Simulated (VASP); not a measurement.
A run of VASP 6.6.1 is set up as follows.

The input POSCAR:

```
GaP
1.0
    0.0000000000      2.7253992957      2.7253992957
    2.7253992957      0.0000000000      2.7253992957
    2.7253992957      2.7253992957      0.0000000000
Ga P
1 1
Direct
    0.0000000000      0.0000000000      0.0000000000
    0.2500000000      0.2500000000      0.2500000000
```

File INCAR.step1:

```
SYSTEM = GaP
PREC     = Accurate       ! precision mode
ENCUT    = 500            ! plane-wave cutoff, eV
EDIFF    = 1E-8           ! SCF threshold, eV
ISMEAR   = 0              ! smearing method
SIGMA    = 0.01           ! smearing width, eV
LREAL    = .FALSE.        ! projectors in reciprocal space
LASPH    = .TRUE.         ! aspherical terms in the spheres
NELM     = 100            ! most SCF steps
ALGO     = Normal         ! electronic algorithm
LWAVE    = .TRUE.         ! write WAVECAR
LCHARG   = .FALSE.        ! write CHGCAR
GGA      = CA             ! functional
```

Contents of INCAR.step2:

```
SYSTEM = GaP
PREC     = Accurate       ! precision mode
ENCUT    = 500            ! plane-wave cutoff, eV
EDIFF    = 1E-8           ! SCF threshold, eV
ISMEAR   = 0              ! smearing method
SIGMA    = 0.01           ! smearing width, eV
LREAL    = .FALSE.        ! projectors in reciprocal space
LASPH    = .TRUE.         ! aspherical terms in the spheres
NELM     = 1              ! most SCF steps
ALGO     = Exact          ! electronic algorithm
LWAVE    = .TRUE.         ! write WAVECAR
LCHARG   = .FALSE.        ! write CHGCAR
GGA      = CA             ! functional
NBANDS   = 49             ! bands
LOPTICS  = .TRUE.         ! frequency-dependent dielectric function
ISTART   = 1
```

File INCAR.step3:

```
SYSTEM = GaP
PREC     = Accurate       ! precision mode
ENCUT    = 500            ! plane-wave cutoff, eV
EDIFF    = 1E-8           ! SCF threshold, eV
ISMEAR   = 0              ! smearing method
SIGMA    = 0.01           ! smearing width, eV
LREAL    = .FALSE.        ! projectors in reciprocal space
LASPH    = .TRUE.         ! aspherical terms in the spheres
ALGO     = EVGW0          ! electronic algorithm
LWAVE    = .FALSE.        ! write WAVECAR
LCHARG   = .FALSE.        ! write CHGCAR
GGA      = CA             ! functional
NELMGW   = 1            
NBANDS   = 49             ! bands
ENCUTGW  = 60.0           ! cutoff of the response function
NOMEGA   = 48             ! frequency points
PRECFOCK = Fast         
ISTART   = 1            
NBANDSGW = 17
```

Contents of KPOINTS:

```
regular mesh
0
G
  4 4 4
  0 0 0
```

Potentials or basis: VASP PAW LDA potentials, release 64 (Ga_d_GW, P_GW).

Run with:

```bash
$ cat potpaw_LDA.64/Ga_d_GW/POTCAR potpaw_LDA.64/P_GW/POTCAR > POTCAR
$ cp INCAR.step1 INCAR
$ mpirun -np 1 vasp_std > vasp.out
$ cp INCAR.step2 INCAR
$ mpirun -np 1 vasp_std > vasp.out
$ cp INCAR.step3 INCAR
$ mpirun -np 1 vasp_std > vasp.out
```

Problem. Estimate the quasiparticle gap.

Solution. 1.83 eV.

Problem. Predict the least direct quasiparticle gap.

Solution. 2.66 eV.

Problem. Predict the band gap on the k mesh, mean-field level.

Solution. 1.46 eV, indirect (least direct gap 1.62 eV).

Caveat: the k points lie up to 0.50 Å⁻¹ apart; bands, screening cutoff and mesh are small and nothing is extrapolated, so the quasiparticle values aren't converged. A k mesh can miss the band edges.
